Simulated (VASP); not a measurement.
A run of VASP 6.6.1 is set up as follows.

POSCAR

```
C
1.0
    0.0000000000      1.7438021687      1.7438021687
    1.7438021687      0.0000000000      1.7438021687
    1.7438021687      1.7438021687      0.0000000000
C
2
Direct
    0.0000000000      0.0000000000      0.0000000000
    0.2500000000      0.2500000000      0.2500000000
```

File INCAR.step1:

```
SYSTEM = C
PREC = Accurate ; ENCUT = 660
ISMEAR = 0 ; SIGMA = 0.02
LREAL = .FALSE. ; LASPH = .TRUE.
NELM = 120 ; NBANDS = 11
GGA = PE ; ALGO = Normal
EDIFF = 1E-5 ; LWAVE = .TRUE.
LCHARG = .FALSE. ; GGA_COMPAT = .FALSE.
```

File INCAR.step2:

```
SYSTEM = C
PREC = Accurate ; ENCUT = 660
EDIFF = 1E-6 ; ISMEAR = 0
SIGMA = 0.02 ; LREAL = .FALSE.
LASPH = .TRUE. ; NELM = 120
ALGO = Normal ; ISIF = 2
LWAVE = .FALSE. ; LCHARG = .TRUE.
METAGGA = R2SCAN ; LMIXTAU = .TRUE.
LELF = .TRUE. ; LVHAR = .TRUE.
NBANDS = 11 ; ISTART = 1
GGA_COMPAT = .FALSE.
```

KPOINTS

```
regular mesh
0
G
  12 12 12
  0 0 0
```

Potentials or basis: VASP PAW PBE potentials, release 64 (C).

Command:

```console
$ cat potpaw_PBE.64/C/POTCAR > POTCAR
$ cp INCAR.step1 INCAR
$ mpirun -np 1 vasp_std > vasp.out
$ cp INCAR.step2 INCAR
$ mpirun -np 1 vasp_std > vasp.out
```

Predict the pressure.

31.5 GPa.

Predict the band gap on the k mesh.

4.51 eV, indirect (least direct gap 6.02 eV).

Caveat: the PAW data sets were made with another functional, which shifts forces and pressure a little. A k mesh can miss the band edges.
